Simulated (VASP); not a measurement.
Wanted: the native input for a VASP 6.6.1 run.

| Property | Result |
| --- | --- |
| Task | single point |
| Functional | PBE |
| Dispersion | D3(BJ) |
| Potentials or basis | VASP PAW PBE potentials, release 64 (Ti_sv, O) |
| Cutoff | 520 eV |
| k mesh | 9 × 6 × 4 |
| Occupations | fermi-dirac, width 0.05 eV |
| Spin | no spin polarisation |
| Dipole correction | no |
| Further INCAR settings | ALGO = Normal; EDIFF = 1e-06; NBANDS = 46 |

The structure of TiO2 lies in POSCAR:

```
TiO2
1.0
    2.9682645463      0.0000000000      0.0000000000
    0.0002080834      4.7076067549      0.0000000000
    1.4835696211      0.2423534620      7.0834647979
Ti O
3 6
Direct
    0.0033718700      0.0003888100      0.0007031900
    0.3446402100      0.4802596500      0.3169598700
    0.6617081400      0.5204743600      0.6844963600
    0.4400381600      0.1854376900      0.1285388000
    0.7779263400      0.2977287500      0.4518780700
    0.1012362400      0.3089534200      0.8062432200
    0.9064972100      0.6918369900      0.1951715700
    0.2294071500      0.7030072800      0.5495147300
    0.5680256700      0.8153000600      0.8728271800
```

The input as run:

INCAR

```
SYSTEM = TiO2
PREC     = Accurate       ! precision mode
ENCUT    = 520            ! plane-wave cutoff, eV
EDIFF    = 1E-6           ! SCF threshold, eV
ISMEAR   = -1             ! smearing method
SIGMA    = 0.05           ! smearing width, eV
LREAL    = .FALSE.        ! projectors in reciprocal space
LASPH    = .TRUE.         ! aspherical terms in the spheres
NELM     = 60             ! most SCF steps
ALGO     = Normal         ! electronic algorithm
ISIF     = 2              ! what is computed and relaxed
LWAVE    = .FALSE.        ! write WAVECAR
LCHARG   = .TRUE.         ! write CHGCAR
GGA      = PE             ! functional
IVDW     = 12             ! dispersion correction
LELF     = .TRUE.         ! ELF
LVHAR    = .TRUE.       
NBANDS   = 46             ! bands
```

KPOINTS

```
Automatic mesh
0
G
  9 6 4
  0 0 0
```

Potentials or basis: VASP PAW PBE potentials, release 64 (Ti_sv, O).

Launch:

```sh
$ cat potpaw_PBE.64/Ti_sv/POTCAR potpaw_PBE.64/O/POTCAR > POTCAR
$ mpirun -np 1 vasp_std > vasp.out
```

It gave:

The pressure is 0.8 GPa and the largest force is 0.199 eV/Å. The band gap on the k mesh is 2.24 eV (least direct gap 2.30 eV) and the dispersion energy per atom is -0.232 eV.

Caveat: three body term missing.

Run time: 14 min on 1 thread of AMD EPYC 7R13 (shared host), peak memory 0.44 GiB.
